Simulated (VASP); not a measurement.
**Al: single point with r2SCAN**

Al:

```
CELL_PARAMETERS angstrom
2.73788 0.00000 0.00000
-1.36894 2.37108 0.00000
0.00000 0.00000 4.45463
ATOMIC_POSITIONS crystal
Al 0.66667 0.33333 0.75000
Al 0.33333 0.66667 0.25000
```

This cell differs from its parent crystal: strain -0.025 along x and y, -0.050 along z.

```
Program             : VASP 6.6.1
Task                : single point
Functional          : r2SCAN
Potentials or basis : VASP PAW PBE potentials, release 64 (Al)
Cutoff              : 520 eV
k mesh              : 24 × 24 × 14
Occupations         : gaussian, width 0.15 eV
Spin                : no spin polarisation
```

```
Pressure               : 10.8 GPa
Band gap on the k mesh : zero (bands 3 and 4 overlap by 8.32 eV)
```

Stress tensor (GPa, compression positive):
```
10.32  0.00  0.00
 0.00 10.32  0.00
 0.00  0.00 11.80
```

Levels at points of the mesh, in eV from the Fermi level:
```
           k point  band 1  band 2  band 3  band 4  band 5  band 6  band 7  band 8
(0.00, 0.00, 0.00)  -12.84   -5.56   -4.71   12.33   12.33   12.40   12.40   13.51
(0.50, 0.00, 0.00)   -6.13   -6.02    0.59    1.24    1.58    2.25    6.62    9.01
(0.00, 0.00, 0.50)  -10.88  -10.88    4.00    4.00   13.26   13.26   13.26   13.26
(0.50, 0.00, 0.50)   -4.72   -4.72   -3.54   -3.54    8.24    8.24    8.25    8.25
```

Run time: 5 min on 1 thread of Intel(R) Xeon(R) Platinum 8259CL CPU @ 2.50GHz (Skylake/Cascade Lake), on a shared host, peak memory 0.23 GiB.

Caveat: the cell differs from its parent crystal (strain -0.025 along x and y, -0.050 along z); the cell stands under pressure; the PAW data sets were made with another functional, which shifts forces and pressure a little.
